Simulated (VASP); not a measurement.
## TiSi2: single point with PBE

Crystal: TiSi2.

```
Ti Si
1.0
     1.77284   -6.42519    0.00000
     1.77284    6.42519    0.00000
     0.00000    0.00000    3.57736
Ti Si
2 4
Cartesian
  1.7728 -5.0991 2.6830
  1.7728 5.0991 0.8943
  1.7728 -0.7599 2.6830
  1.7728 0.7599 0.8943
  1.7728 3.2148 2.6830
  1.7728 -3.2148 0.8943
```

```json
{
 "Program": "VASP 6.6.1",
 "Task": "single point",
 "Functional": "PBE",
 "Potentials or basis": "VASP PAW PBE potentials, release 64 (Ti_sv, Si)",
 "Cutoff": "520 eV",
 "k mesh": "12 × 12 × 12",
 "Occupations": "gaussian, width 0.15 eV",
 "Spin": "no spin polarisation"
}
```

```json
{
  "Pressure": "7.7 GPa",
  "Largest force": "0.659 eV/Å",
  "Band gap on the k mesh": "zero (band 20 reaches 11.51 eV, above the bottom of band 21 at 10.50 eV)"
}
```

Forces in eV/Å, atoms in the order of the input:
```
Ti   0.000 -0.659  0.000
Ti   0.000  0.659  0.000
Si   0.000 -0.459  0.000
Si   0.000  0.459  0.000
Si   0.000  0.048  0.000
Si   0.000 -0.048  0.000
```

Stress tensor (GPa, compression positive):
```
 3.33  0.00  0.00
 0.00 15.24  0.00
 0.00  0.00  4.39
```

Levels at points of the mesh, in eV from the Fermi level:
| k point | band 16 | band 17 | band 18 | band 19 | band 20 | band 21 | band 22 | band 23 | band 24 | band 25 |
| --- | --- | --- | --- | --- | --- | --- | --- | --- | --- | --- |
| (0.00, 0.00, 0.00) | -2.58 | -2.30 | -1.96 | -1.61 | 0.38 | 0.81 | 0.89 | 0.90 | 1.21 | 1.59 |
| (0.50, 0.00, 0.00) | -2.33 | -1.91 | -1.18 | -0.74 | -0.60 | -0.59 | 0.98 | 1.41 | 1.59 | 1.85 |
| (0.50, 0.50, 0.00) | -2.86 | -2.79 | -2.19 | -0.99 | 0.27 | 0.55 | 0.56 | 0.96 | 1.42 | 2.37 |
| (0.00, 0.00, 0.50) | -2.59 | -1.49 | -1.49 | -0.05 | -0.05 | 1.26 | 1.26 | 1.47 | 1.47 | 1.60 |
| (0.50, 0.00, 0.50) | -4.19 | -3.01 | -3.01 | -2.47 | -2.47 | 1.83 | 1.83 | 1.85 | 1.85 | 2.80 |
| (0.50, 0.50, 0.50) | -3.24 | -2.28 | -2.28 | -1.10 | -1.10 | 0.54 | 0.54 | 1.65 | 1.65 | 2.66 |

Run time: 24 min on 1 thread of Intel(R) Xeon(R) Platinum 8375C CPU @ 2.90GHz (Ice Lake) (shared host), peak memory 0.67 GiB.
